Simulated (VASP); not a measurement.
Set up this calculation in VASP 6.6.1, as the native input.

| Property | Result |
| --- | --- |
| Task | relaxation of cell and atoms |
| Functional | PBE |
| Potentials or basis | VASP PAW PBE potentials, release 64 (I) |
| Cutoff | 600 eV |
| k mesh | 6 × 4 × 4 |
| Occupations | gaussian, width 0.02 eV |
| Spin | no spin polarisation |
| Dipole correction | no |
| Further INCAR settings | ALGO = Normal; EDIFF = 1e-06; IBRION = 2; EDIFFG = -0.01; NSW = 100; ISIF = 3 |

The structure of I lies in POSCAR:

```
I
1.0
    4.8676401762      0.0000000000      0.0000000000
    1.1061330120      6.9213366986      0.0000000000
    1.9763689785     -0.1986817916      6.8412996429
I
4
Direct
    0.4989850510      0.3239140832      0.4083186711
    0.5009798699      0.9094100485      0.1776348582
    0.4990201301      0.0905899515      0.8223651418
    0.5010149490      0.6760859168      0.5916813289
```

The cell was built from a structure type or drawn by symmetry, and may not be a known phase.

The input as run:

INCAR

```
ALGO     = Normal         # electronic algorithm
EDIFF    = 1E-6           # SCF threshold, eV
EDIFFG   = -0.01          # ionic threshold
ENCUT    = 600            # plane-wave cutoff, eV
GGA      = PE             # functional
IBRION   = 2              # ionic algorithm
ISIF     = 3              # what is computed and relaxed
ISMEAR   = 0              # smearing method
LASPH    = True           # aspherical terms in the spheres
LCHARG   = False          # write CHGCAR
LREAL    = False          # projectors in reciprocal space
LWAVE    = False          # write WAVECAR
NELM     = 100            # most SCF steps
NSW      = 100            # ionic steps
PREC     = Accurate       # precision mode
SIGMA    = 0.02           # smearing width, eV
```

KPOINTS

```
k-points
0
Gamma
  6 4 4
```

Potentials or basis: VASP PAW PBE potentials, release 64 (I).

The run is started by

```console
$ cat potpaw_PBE.64/I/POTCAR > POTCAR
$ mpirun -np 1 vasp_std > vasp.out
```

It gave:

The relaxed volume is 58.10 Å³/atom. The relaxed cell is a = 5.193 Å, b = 7.071 Å, c = 7.080 Å, α = 89.96°, β = 65.32°, γ = 80.58°, the space group after relaxing (to 0.1 Å) is P-1 (No. 2) and the energy gained by relaxing is 1.5 meV/atom. The ionic steps are 48. The pressure after relaxing is 0.0 GPa, the largest force after relaxing is 0.006 eV/Å and the band gap on the k mesh is 1.62 eV (least direct gap 1.71 eV).

Caveat: spin-orbit coupling is left out, which moves the levels of the heavy elements.

Wall time 52 min on 1 thread of AMD EPYC 9R45 96-Core Processor (Zen 5), on a shared host, peak memory 0.51 GiB.
